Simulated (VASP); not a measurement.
# KZnF3 (P4/mmm) in VASP: notebook

Runs on KZnF3. Level: PBE. Tasks: single point.

All numbers are computed with VASP 6.6.1; they aren't measurements. Logs are shortened: lines on timing, memory, paths and dates and some standing lists are left out, and cuts for length are marked.

## (1) The cell of the first run

Symmetry: P4/mmm, No. 123, tetragonal system. Conventional cell: a = 3.711 Å, b = 3.711 Å, c = 4.824 Å, α = 90.00°, β = 90.00°, γ = 90.00°. Within 3.8 Å of K (site symmetry 4/mmm) lie 12 F at 2.62 to 3.04 Å and 8 Zn at 3.56 Å and 4 K at 3.71 Å. Zn (site symmetry 4/mmm) has 6 F at 1.86 to 2.41 Å within 2.5 Å. Within 3.2 Å of F (site symmetry 4/mmm) lie 2 Zn at 2.41 Å and 4 K at 2.62 Å and 8 F at 3.04 Å. F (site symmetry mmm) has 2 Zn at 1.86 Å within 2.5 Å.

## (2) Single point, PBE

INCAR

```
ALGO     = Normal         # electronic algorithm
EDIFF    = 1E-7           # SCF threshold, eV
ENCUT    = 520            # plane-wave cutoff, eV
GGA      = PE             # functional
ISIF     = 2              # what is computed and relaxed
ISMEAR   = 0              # smearing method
LASPH    = T              # aspherical terms in the spheres
LCHARG   = T              # write CHGCAR
LELF     = T              # ELF
LREAL    = F              # projectors in reciprocal space
LVHAR    = T            
LWAVE    = F              # write WAVECAR
NBANDS   = 29             # bands
NELM     = 80             # most SCF steps
PREC     = Accurate       # precision mode
SIGMA    = 0.05           # smearing width, eV
```

KPOINTS

```
k-points
0
Gamma
  6 6 6
```

POSCAR

```
KZnF3
1.0
    3.7108543247      0.0000000000      0.0000000000
    0.0000000000      3.7108543247      0.0000000000
    0.0000000000      0.0000000000      4.8241106220
K Zn F
1 1 3
Direct
    0.0000000000      0.0000000000      0.0000000000
    0.5000000000      0.5000000000      0.5000000000
    0.5000000000      0.5000000000      0.0000000000
    0.0000000000      0.5000000000      0.5000000000
    0.5000000000      0.0000000000      0.5000000000
```

Potentials or basis: VASP PAW PBE potentials, release 64 (K_sv, Zn, F).

Started as:

```console
cat potpaw_PBE.64/K_sv/POTCAR potpaw_PBE.64/Zn/POTCAR potpaw_PBE.64/F/POTCAR > POTCAR
mpirun -np 1 vasp_std > vasp.out
```

OUTCAR:

```text
EDIFF = 1E-7
   ENCUT = 520
   GGA = PE
   ISIF = 2
   ISMEAR = 0
   LASPH = T
   LREAL = F
   NELM = 80
   PREC = Accurate

 ion  position               nearest neighbor table
   1  0.000  0.000  0.000-   3 2.62   3 2.62   3 2.62   3 2.62
   2  0.500  0.500  0.500-   4 1.86   5 1.86   5 1.86   4 1.86   3 2.41   3 2.41
   3  0.500  0.500  0.000-   2 2.41   2 2.41   1 2.62   1 2.62   1 2.62   1 2.62
   4  0.000  0.500  0.500-   2 1.86   2 1.86
   5  0.500  0.000  0.500-   2 1.86   2 1.86

  LATTYP: Found a simple tetragonal cell.
 ALAT       =     3.7108543247
 C/A-ratio  =     1.3000000000

  Lattice vectors:

 A1 = (   3.7108543247,   0.0000000000,   0.0000000000)
 A2 = (   0.0000000000,   3.7108543247,   0.0000000000)
 A3 = (   0.0000000000,   0.0000000000,   4.8241106220)

Analysis of symmetry for initial positions (statically):
=====================================================================
 Subroutine PRICEL returns:
 Original cell was already a primitive cell.

 Routine SETGRP: Setting up the symmetry group for a
 simple tetragonal supercell.

 Subroutine GETGRP returns: Found 16 space group operations
 (whereof 16 operations were pure point group operations)
 out of a pool of 16 trial point group operations.

The static configuration has the point symmetry D_4h.

Analysis of symmetry for dynamics (positions and initial velocities):
=====================================================================
 Subroutine PRICEL returns:
 Original cell was already a primitive cell.

 Routine SETGRP: Setting up the symmetry group for a
 simple tetragonal supercell.

 Subroutine GETGRP returns: Found 16 space group operations
 (whereof 16 operations were pure point group operations)
 out of a pool of 16 trial point group operations.

The dynamic configuration has the point symmetry D_4h.

 Subroutine INISYM returns: Found 16 space group operations
 (whereof 16 operations are pure point group operations),
 and found     1 'primitive' translations

----------------------------------------------------------------------------------------

                                     Primitive cell

  volume of cell :      66.4301

  direct lattice vectors                    reciprocal lattice vectors
     3.710854325  0.000000000  0.000000000     0.269479724  0.000000000  0.000000000
     0.000000000  3.710854325  0.000000000     0.000000000  0.269479724  0.000000000
     0.000000000  0.000000000  4.824110622     0.000000000  0.000000000  0.207292096

  length of vectors
     3.710854325  3.710854325  4.824110622     0.269479724  0.269479724  0.207292096

  position of ions in fractional coordinates (direct lattice)
     0.000000000  0.000000000  0.000000000
     0.500000000  0.500000000  0.500000000
     0.500000000  0.500000000  0.000000000
     0.000000000  0.500000000  0.500000000
     0.500000000  0.000000000  0.500000000

  ion indices of the primitive-cell ions
   primitive index   ion index
                 1           1
                 2           2
                 3           3
                 4           4
                 5           5

----------------------------------------------------------------------------------------

 KPOINTS: k-points

Automatic generation of k-mesh.
 Grid dimensions read from file:
 generate k-points for:    6    6    6

 Generating k-lattice:

  Cartesian coordinates                     Fractional coordinates (reciprocal lattice)
     0.044913287  0.000000000  0.000000000     0.166666667  0.000000000  0.000000000
     0.000000000  0.044913287  0.000000000     0.000000000  0.166666667  0.000000000
     0.000000000  0.000000000  0.034548683     0.000000000  0.000000000  0.166666667

  Length of vectors
     0.044913287  0.044913287  0.034548683

  Shift w.r.t. Gamma in fractional coordinates (k-lattice)
     0.000000000  0.000000000  0.000000000

 Subroutine IBZKPT returns following result:
 ===========================================

 Found     40 irreducible k-points:

 Following reciprocal coordinates:
            Coordinates               Weight
  0.000000  0.000000  0.000000      1.000000
  0.166667  0.000000  0.000000      4.000000
  0.333333  0.000000  0.000000      4.000000
  0.500000  0.000000  0.000000      2.000000
  0.166667  0.166667  0.000000      4.000000
  0.333333  0.166667  0.000000      8.000000
[... 16 lines left out ...]
  0.333333  0.000000  0.333333      8.000000
  0.500000  0.000000  0.333333      4.000000
 [... further k-points ...]
   k-points           NKPTS =     40   k-points in BZ     NKDIM =     40   number of bands    NBANDS=     29
   number of dos      NEDOS =    301   number of ions     NIONS =      5
   total plane-waves  NPLWV =  28224
   dimension x,y,z NGX =    28 NGY =   28 NGZ =   36
   dimension x,y,z NGXF=    56 NGYF=   56 NGZF=   72
   ions per type =               1   1   3
   NGX,Y,Z   is equivalent  to a cutoff of  12.54, 12.54, 12.41 a.u.
   NGXF,Y,Z  is equivalent  to a cutoff of  25.09, 25.09, 24.81 a.u.
 SYSTEM =  unknown system
   PREC   = accura    normal or accurate (medium, high low for compatibility)
   ISTART =      0    job   : 0-new  1-cont  2-samecut
   ICHARG =      2    charge: 1-file 2-atom 10-const
   ISPIN  =      1    spin polarized calculation?
   LNONCOLLINEAR =      F non collinear calculations
   LSORBIT =      F    spin-orbit coupling
   LASPH  =      T    aspherical Exc in radial PAW
   ENCUT  =  520.0 eV  38.22 Ry    6.18 a.u.   6.90  6.90  8.97*2*pi/ulx,y,z
   NELM   =     80;   NELMIN=  2; NELMDL= -5     # of ELM steps
   EDIFF  = 0.1E-06   stopping-criterion for ELM
   LREAL  =      F    real-space projection
   EDIFFG = 0.1E-05   stopping-criterion for IOM
   NSW    =      0    number of steps for IOM
   IBRION =     -1    ionic relax: 0-MD 1-quasi-New 2-CG
   NFREE  =      0    steps in history (QN), initial steepest desc. (CG)
   ISIF   =      2    stress and relaxation
   ISYM   =      2    0-nonsym 1-usesym 2-fastsym
   POTIM  = 0.5000    time-step for ionic-motion
   TEBEG  =    0.0;   TEEND  =   0.0 temperature during run
   PSTRESS=    0.0 pullay stress
   NELECT =      42.0000    total number of electrons
   NUPDOWN=      -1.0000    fix difference up-down
   EMIN   =  10.00;   EMAX   =-10.00  energy-range for DOS
   EFERMI =   0.00;   METHOD = LEGACY
   ISMEAR =     0;   SIGMA  =   0.05  broadening in eV -4-tet -1-fermi 0-gaus
   EFERMI_NEDOS =   21; number of points for ismear=-14 and -15
   IALGO  =     38    algorithm
   IMIX   =      4    mixing-type and parameters
     AMIX     =   0.40;   BMIX     =  1.00
     AMIX_MAG =   1.60;   BMIX_MAG =  1.00
  volume/ion in A,a.u.               =      13.29        89.66
  Fermi-wavevector in a.u.,A,eV,Ry     =   1.405086  2.655228 26.861528  1.974267
  Thomas-Fermi vector in A             =   2.527583
   LORBIT       =      0    0 simple, 1 ext, 2 COOP (PROOUT), +10 PAW based schemes
   GGA     = PE    functional components
   LHFCALC =     F    Hartree Fock is set to
   AEXX    =    0.0000 exact exchange contribution
   IVDW    =     0    specifies the selected vdW correction
   LEPSILON=     F    determine dielectric tensor
   LRPA    =     F    only Hartree local field effects (RPA)
 non-spin polarized calculation
 Gauss-broadening in eV      SIGMA  =   0.05
  energy-cutoff  :      520.00
  volume of cell :       66.43
 maximum number of plane-waves:      1818
 NGX is ok and might be reduce to    28
   NGX = 13   NGY = 13   NGZ = 17

 number of electron      41.9999996 magnetization

 Free energy of the ion-electron system (eV)
  ---------------------------------------------------
  ext. energy  EPLUGINS =         0.00000000
  ---------------------------------------------------
  free energy    TOTEN  =       -19.41758295 eV

  energy without entropy =      -19.41758295  energy(sigma->0) =      -19.41758295

 E-fermi :   0.6078     XC(G=0):  -9.8325

 val. band max:        0.2659777656   @ k =   0.5000   0.5000   0.5000
 cond. band min:       3.3355389867   @ k =   0.0000   0.0000   0.0000
 fundamental gap:      3.0695612211
 Fermi energy:         0.6077703159

 k-point     1 :       0.0000    0.0000    0.0000
  band No.  band energies     occupation
      1     -27.7563      2.00000
      2     -23.2082      2.00000
      3     -22.4093      2.00000
      4     -20.8389      2.00000
      5     -11.3793      2.00000
      6     -11.1378      2.00000
[... 21 lines left out ...]
     28      10.5811      0.00000
     29      11.3244      0.00000

 k-point     2 :       0.1667    0.0000    0.0000
  band No.  band energies     occupation
      1     -27.7440      2.00000
      2     -23.1394      2.00000
      3     -22.4408      2.00000
      4     -20.8566      2.00000
      5     -11.3590      2.00000
      6     -11.1574      2.00000
[... 21 lines left out ...]
     28      11.2198      0.00000
     29      11.4250      0.00000

 k-point     3 :       0.3333    0.0000    0.0000
  band No.  band energies     occupation
      1     -27.7192      2.00000
      2     -22.9677      2.00000
      3     -22.5386      2.00000
      4     -20.8928      2.00000
      5     -11.3177      2.00000
      6     -11.1947      2.00000
[... 21 lines left out ...]
     28      11.6024      0.00000
     29      11.9743      0.00000

 k-point     4 :       0.5000    0.0000    0.0000
  band No.  band energies     occupation
      1     -27.7068      2.00000
      2     -22.8225      2.00000
      3     -22.6462      2.00000
      4     -20.9110      2.00000
      5     -11.2967      2.00000
      6     -11.2123      2.00000
[... 597 lines left out ...]
     28      11.1199      0.00000
     29      11.4754      0.00000

 k-point    23 :       0.3333    0.0000    0.3333
  band No.  band energies     occupation
      1     -27.7160      2.00000
      2     -22.9675      2.00000
      3     -22.5391      2.00000
      4     -20.8969      2.00000
      5     -11.2974      2.00000
      6     -11.2089      2.00000
[... 21 lines left out ...]
     28      11.3348      0.00000
     29      11.6733      0.00000

 k-point    24 :       0.5000    0.0000    0.3333
  band No.  band energies     occupation
      1     -27.7042      2.00000
      2     -22.8142      2.00000
      3     -22.6526      2.00000
      4     -20.9148      2.00000
      5     -11.2891      2.00000
      6     -11.2348      2.00000
[... 21 lines left out ...]
     28      11.1315      0.00000
     29      11.7632      0.00000

 [... further k-points ...]

------------------------ aborting loop because EDIFF is reached ----------------------------------------

  FORCE on cell =-STRESS in cart. coord.  units (eV):
  Direction    XX          YY          ZZ          XY          YZ          ZX
  --------------------------------------------------------------------------------------
  -------------------------------------------------------------------------------------
  Total        8.8437146      8.8437146     -1.0288244      0.0000000     -0.0000000      0.0000000
  in kB      213.2947828    213.2947828    -24.8134287      0.0000000     -0.0000000      0.0000000
  external PRESSURE =     133.9253790 kB  Pullay stress =       0.0000000 kB

 VOLUME and BASIS-vectors are now :
 -----------------------------------------------------------------------------
  energy-cutoff  :      520.00
  volume of cell :       66.43
      direct lattice vectors                 reciprocal lattice vectors
     3.710854325  0.000000000  0.000000000     0.269479724  0.000000000  0.000000000
     0.000000000  3.710854325  0.000000000     0.000000000  0.269479724  0.000000000
     0.000000000  0.000000000  4.824110622     0.000000000  0.000000000  0.207292096

 POSITION                                       TOTAL-FORCE (eV/Angst)
 -----------------------------------------------------------------------------------
      0.00000      0.00000      0.00000         0.000000      0.000000      0.000000
      1.85543      1.85543      2.41206         0.000000      0.000000      0.000000
      1.85543      1.85543      0.00000         0.000000      0.000000      0.000000
      0.00000      1.85543      2.41206         0.000000      0.000000      0.000000
      1.85543      0.00000      2.41206         0.000000      0.000000      0.000000
 -----------------------------------------------------------------------------------
    total drift:                                0.000000      0.000000      0.000000

  FREE ENERGIE OF THE ION-ELECTRON SYSTEM (eV)
  ---------------------------------------------------
  free  energy   TOTEN  =       -19.4175829460 eV

  energy  without entropy=      -19.4175829460  energy(sigma->0) =      -19.41758295
```

It took 1.7 min on 1 thread of Intel Xeon 8259CL, shared host; peak memory 0.22 GiB.

Results:

```
Free energy            : -19.4176 eV
Pressure               : 13.4 GPa
Band gap on the k mesh : 3.07 eV (least direct gap 5.37 eV)
```

Caveat: the cell stands under pressure.

[end of part 1 of 2]
